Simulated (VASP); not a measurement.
Here is a VASP 6.6.1 calculation.

File POSCAR:

```
Au
1.0
   -1.6234376908      1.6234376908      1.6234376908
    1.6234376908     -1.6234376908      1.6234376908
    1.6234376908      1.6234376908     -1.6234376908
Au
1
Direct
    0.0000000000      0.0000000000      0.0000000000
```

INCAR.step1

```
ALGO = Normal
EDIFF = 1E-5
ENCUT = 520
GGA = PE
ISIF = 2
ISMEAR = -1
LASPH = T
LCHARG = F
LREAL = F
LWAVE = T
NBANDS = 12
NELM = 80
PREC = Accurate
SIGMA = 0.05
```

INCAR.step2

```
AEXX = 0.25
ALGO = Normal
EDIFF = 1E-6
ENCUT = 520
GGA = PE
ISIF = 2
ISMEAR = -1
ISTART = 1
LASPH = T
LCHARG = F
LHFCALC = T
LREAL = F
LWAVE = F
NBANDS = 12
NELM = 80
PREC = Accurate
PRECFOCK = Normal
SIGMA = 0.05
```

File KPOINTS:

```
k-points
0
Gamma
  6 6 6
```

Potentials or basis: VASP PAW PBE potentials, release 64 (Au).

The run is started by

```console
$ cat potpaw_PBE.64/Au/POTCAR > POTCAR
$ cp INCAR.step1 INCAR
$ mpirun -np 1 vasp_std > vasp.out
$ cp INCAR.step2 INCAR
$ mpirun -np 1 vasp_std > vasp.out
```

Question: Estimate the pressure.

Answer: 4.8 GPa.

Caveat: the k points lie up to 0.46 Å⁻¹ apart; the PAW data sets were made with another functional, which shifts forces and pressure a little.
